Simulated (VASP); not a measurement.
Set up this calculation in VASP 6.6.1, as the native input.

| Item | Value |
| --- | --- |
| Task | single point |
| Functional | PBE |
| Potentials or basis | VASP PAW PBE potentials, release 64 (Cu) |
| Cutoff | 520 eV |
| k mesh | 24 × 24 × 24 |
| Occupations | fermi-dirac, width 0.1 eV |
| Spin | no spin polarisation |
| Dipole correction | no |
| Further INCAR settings | ALGO = Normal; EDIFF = 1e-06; NBANDS = 12 |

The structure of Cu lies in POSCAR:

```
Cu
1.0
    0.0000000000      1.7648354868      1.7648354868
    1.7648354868      0.0000000000      1.7648354868
    1.7648354868      1.7648354868      0.0000000000
Cu
1
Direct
    0.0000000000      0.0000000000      0.0000000000
```

One way to write it, as run:

INCAR

```
PREC = Accurate
ENCUT = 520
EDIFF = 1E-6
ISMEAR = -1
SIGMA = 0.1
LREAL = F
LASPH = T
NELM = 60
ALGO = Normal
ISIF = 2
LWAVE = F
LCHARG = F
GGA = PE
NBANDS = 12
```

KPOINTS

```
regular mesh
0
Gamma
  24 24 24
```

Potentials or basis: VASP PAW PBE potentials, release 64 (Cu).

Command:

```sh
$ cat potpaw_PBE.64/Cu/POTCAR > POTCAR
$ mpirun -np 1 vasp_std > vasp.out
```

Results of the run:

```json
{
 "Pressure": "15.2 GPa",
 "Band gap on the k mesh": "zero (an odd number of electrons rules out a gap without spin polarisation)"
}
```

Caveat: the cell stands under pressure.

Wall time 24 s on 1 thread of Intel(R) Xeon(R) Platinum 8559C (Emerald Rapids) (shared host), peak memory 0.16 GiB.
